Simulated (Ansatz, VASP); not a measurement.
Two plane-wave programs on BN

```xyz
4
Lattice="2.5440 0.0588 0.0000 -1.2211 2.1737 0.0000 0.0000 0.0000 4.2078" Properties=species:S:1:pos:R:3 pbc="T T T"
B     0.0363    1.4694    0.0012
B     1.2866    0.7631    2.1051
N     0.0253    1.4696    1.5768
N     1.2975    0.7629    3.6807
```

Change from the starting cell: shear_xy strain +4.6%.

Alike in both runs: task single point; functional PBE; k mesh 12 × 12 × 6; occupations fermi-dirac, width 0.02 eV; no spin polarisation.

|  | VASP | Ansatz |
| --- | --- | --- |
| version | VASP 6.6.1 | Ansatz 0.2.0 |
| potentials or method | VASP PAW PBE potentials, release 64 (B, N) | plane waves, PAW |
| plane-wave cutoff (eV) | 520 | 420 |
| valence electrons in the cell | 16 | 16 |

Ansatz gave:

* gap on the k mesh at the Fermi level (eV): 5.02
* pressure (GPa): 5.2
* traceless stress, the component that is largest in VASP (GPa): -18.79
* rms of the force components (eV/Å): 0.021

Problem. What did VASP give for the same quantities?

Solution. gap on the k mesh at the Fermi level (eV): 5.01; pressure (GPa): 5.5; traceless stress, the component that is largest in VASP (GPa): -18.89; rms of the force components (eV/Å): 0.024.

Atom by atom the forces differ by 0.004 eV/Å (rms over components).
